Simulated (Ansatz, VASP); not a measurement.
# Two plane-wave programs on Hf3SnSe8

File INCAR:

```
  PREC = Accurate
  ENCUT = 520
  EDIFF = 1E-6
  ISMEAR = 0
  SIGMA = 0.1
  LREAL = F
  LASPH = T
  NELM = 80
  ALGO = Normal
  ISIF = 2
  LWAVE = F
  LCHARG = F
  GGA = PE
  NBANDS = 58
```

The input KPOINTS:

```
Automatic mesh
0
Gamma
  6 6 1
```

The input POSCAR:

```
Hf3SnSe8
1.0
    3.7972860000      0.0000000000      0.0000000000
   -1.8986430000      3.2885461000      0.0000000000
    0.0000000000      0.0000000000     28.1970334000
Hf Sn Se
3 1 8
Direct
    0.0000000000      0.0000000000      0.7510400000
    0.0000000000      0.0000000000      0.0000000000
    0.0000000000      0.0000000000      0.2489600000
    0.0000000000      0.0000000000      0.5000000000
    0.3333333000      0.6666667000      0.8065440000
    0.3333333000      0.6666667000      0.0555090000
    0.3333333000      0.6666667000      0.3044760000
    0.3333333000      0.6666667000      0.5573880000
    0.6666667000      0.3333333000      0.9444910000
    0.6666667000      0.3333333000      0.1934560000
    0.6666667000      0.3333333000      0.4426120000
    0.6666667000      0.3333333000      0.6955240000
```

Input for Ansatz:

```yaml
crystal:
  lattice:
    - [3.797286, 0.0, 0.0]
    - [-1.898643, 3.2885461, 0.0]
    - [0.0, 0.0, 28.1970334]
  atoms:
    - { symbol: Hf, position: [0.0, 0.0, 0.75104] }
    - { symbol: Hf, position: [0.0, 0.0, 0.0] }
    - { symbol: Hf, position: [0.0, 0.0, 0.24896] }
    - { symbol: Sn, position: [0.0, 0.0, 0.5] }
    - { symbol: Se, position: [0.3333333, 0.6666667, 0.806544] }
    - { symbol: Se, position: [0.3333333, 0.6666667, 0.055509] }
    - { symbol: Se, position: [0.3333333, 0.6666667, 0.304476] }
    - { symbol: Se, position: [0.3333333, 0.6666667, 0.557388] }
    - { symbol: Se, position: [0.6666667, 0.3333333, 0.944491] }
    - { symbol: Se, position: [0.6666667, 0.3333333, 0.193456] }
    - { symbol: Se, position: [0.6666667, 0.3333333, 0.442612] }
    - { symbol: Se, position: [0.6666667, 0.3333333, 0.695524] }
basis:
  ecutwfc: 420
kpoints:
  mp_grid: { grid: [6, 6, 1] }
hamiltonian:
  xc: pbe
scf:
  occupations: { method: gaussian, width: 0.1 }
  lower_state_search: "off"
output:
  forces: true
  stress: true
  eigenvalues: true
```

Alike in both runs: task single point; functional PBE; k mesh 6 × 6 × 1; occupations gaussian, width 0.1 eV; no spin polarisation.

```csv
,VASP,Ansatz
version,VASP 6.6.1,Ansatz 0.2.0
potentials or method,"VASP PAW PBE potentials, release 64 (Hf_pv, Sn_d, Se), cutoff 520 eV","scalar-relativistic, plane waves, PAW"
valence electrons in the cell,92,220
```

VASP gave:

```
gap on the k mesh at the Fermi level (eV)                     : 0.45
least direct gap on the mesh (eV)                             : 1.08
pressure (GPa)                                                : -0.1
traceless stress, the component that is largest in VASP (GPa) : -0.13
rms of the force components (eV/Å)                            : 0.023
```

Q: What did Ansatz give for the same quantities?

A: gap on the k mesh at the Fermi level (eV): 0.44; least direct gap on the mesh (eV): 1.08; pressure (GPa): 0.1; traceless stress, the component that is largest in VASP (GPa): -0.15; rms of the force components (eV/Å): 0.005.

Atom by atom the forces differ by 0.019 eV/Å (rms over components). VASP's potentials hold 92 valence electrons a cell and Ansatz's 220, so a difference there can come from the potentials and not from the codes.

Spin-orbit coupling is off throughout.
